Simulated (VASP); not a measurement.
A run of VASP 6.6.1 is set up as follows.

File INCAR:

```
ALGO = Normal
EDIFF = 1E-6
ENCUT = 520
GGA = PE
ISIF = 2
ISMEAR = -1
LASPH = T
LCHARG = F
LREAL = F
LWAVE = F
NBANDS = 10
NELM = 100
PREC = Accurate
SIGMA = 0.05
```

Contents of KPOINTS:

```
k-points
0
Gamma
  12 12 12
```

File POSCAR:

```
Ir
1.0
    0.0000000000      1.9408081540      1.9408081540
    1.9408081540      0.0000000000      1.9408081540
    1.9408081540      1.9408081540      0.0000000000
Ir
1
Direct
    0.0000000000      0.0000000000      0.0000000000
```

Potentials or basis: VASP PAW PBE potentials, release 64 (Ir).

Launch:

```sh
$ cat potpaw_PBE.64/Ir/POTCAR > POTCAR
$ mpirun -np 1 vasp_std > vasp.out
```

Predict the pressure.

-2.8 GPa.
